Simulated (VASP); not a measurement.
**InAs: single point with PBE+D3(BJ)**

The system is InAs, a slab with vacuum.

```
As In
1.0
     8.64386    0.00000    0.00000
    -4.32193    7.48580    0.00000
     0.00000    0.00000   26.62295
As In
8 8
Direct
  0.50000 0.00000 0.30049
  0.50000 0.50000 0.30049
  0.00000 0.00000 0.30049
  0.00000 0.50000 0.30049
  0.63499 0.81812 0.43833
  0.66889 0.33520 0.44086
  0.18297 0.81994 0.43909
  0.18232 0.36505 0.43863
  0.16667 0.83333 0.33363
  0.16667 0.33333 0.33363
  0.66667 0.83333 0.33363
  0.66667 0.33333 0.33363
  0.33334 0.66701 0.49846
  0.32148 0.16226 0.45154
  0.84106 0.68311 0.45172
  0.84093 0.15928 0.45252
```

| Property | Result |
| --- | --- |
| Program | VASP 6.6.1 |
| Task | single point |
| Functional | PBE |
| Dispersion | D3(BJ) |
| Potentials or basis | VASP PAW PBE potentials, release 64 (As, In_d) |
| Cutoff | 520 eV |
| k mesh | 3 × 3 × 1 |
| Occupations | gaussian, width 0.1 eV |
| Spin | no spin polarisation |

- Largest force: 0.195 eV/Å
- Band gap on the k mesh: zero (bands 72 and 73 overlap by 0.16 eV)
- Dispersion energy per atom: -0.210 eV

Forces in eV/Å, atoms in the order of the input:
```
As  -0.003  0.047  0.059
As   0.039 -0.025  0.063
As  -0.002  0.000  0.170
As  -0.040 -0.020  0.055
As  -0.017  0.015  0.046
As   0.012 -0.011 -0.011
As   0.000 -0.001 -0.013
As  -0.012 -0.001  0.020
In   0.113 -0.069 -0.099
In  -0.008  0.123 -0.130
In  -0.108 -0.056 -0.152
In   0.006  0.000  0.010
In  -0.004  0.012 -0.017
In  -0.001 -0.028  0.016
In   0.027  0.008  0.003
In  -0.004  0.006 -0.018
```

Levels at points of the mesh, in eV from the Fermi level:
```
           k point  band 70  band 71  band 72  band 73  band 74  band 75
(0.00, 0.00, 0.00)    -0.56     0.03     0.19     0.20     0.33     1.18
```

Wall time 48 min on 1 thread of AMD EPYC 9R45 96-Core Processor (Zen 5), on a shared host, peak memory 1.6 GiB.

Caveat: spin-orbit coupling is left out, which moves the levels of the heavy elements.
